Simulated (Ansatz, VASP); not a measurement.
## PC4: VASP beside Ansatz

```
P C
1.0
     2.84069    0.00000    0.00000
    -1.42034    2.46011    0.00000
     0.00000    0.00000    9.13418
P C
1 4
Direct
  0.00000 0.00000 0.00000
  0.33333 0.66667 0.86586
  0.33333 0.66667 0.37680
  0.66667 0.33333 0.13414
  0.66667 0.33333 0.62320
```

Change from the starting cell: species swapped into the Co4H type (P-3m1, No. 164).

Alike in both runs: task single point; functional PBE; k mesh 6 × 6 × 2; occupations gaussian, width 0.1 eV; no spin polarisation.

|  | VASP | Ansatz |
| --- | --- | --- |
| version | VASP 6.6.1 | Ansatz 0.2.0 |
| potentials or method | VASP PAW PBE potentials, release 64 (P, C), cutoff 520 eV | scalar-relativistic, plane waves, PAW |
| valence electrons in the cell | 21 | 21 |

```csv
,VASP,Ansatz,Ansatz less VASP
gap on the k mesh at the Fermi level (eV),none,none,-
pressure (GPa),-21.9,-21.8,+0.09
"traceless stress, the component that is largest in VASP (GPa)",-15.55,-15.58,-0.027
rms of the force components (eV/Å),0.831,0.829,-0.0016
```

Atom by atom the forces differ by 0.002 eV/Å (rms over components). A gap of «none» marks a metal or a gap that the smearing closes. With one functional, cell and mesh, what is left measures potentials, basis and numerics.

The k mesh is coarse, so the values compare programs but aren't converged.
